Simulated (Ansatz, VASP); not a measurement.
One calculation of Sr2Ca, two programs

```
CELL_PARAMETERS angstrom
3.99280 0.00000 0.00000
0.00000 3.99280 0.00000
0.00000 0.00000 9.96610
ATOMIC_POSITIONS crystal
Sr 0.50000 0.50000 0.29785
Sr 0.50000 0.50000 0.70215
Ca 0.00000 0.00000 0.00000
```

Alike in both runs: functional PBE; k mesh 12 × 12 × 6; occupations gaussian, width 0.1 eV; no spin polarisation.

Ansatz relaxed the structure, and its values are those at the end. VASP's run is a single point on that final structure, the one shown.

|  | VASP | Ansatz |
| --- | --- | --- |
| version | VASP 6.6.1 | Ansatz 0.2.0 |
| potentials or method | VASP PAW PBE potentials, release 64 (Sr_sv, Ca_sv), cutoff 520 eV | scalar-relativistic, plane waves, PAW |
| valence electrons in the cell | 30 | 30 |

|  | VASP | Ansatz | Ansatz less VASP |
| --- | --- | --- | --- |
| gap on the k mesh at the Fermi level (eV) | none | none | - |
| pressure (GPa) | 0.0 | 0.0 | -0.04 |

A gap of «none» marks a metal or a gap that the smearing closes.
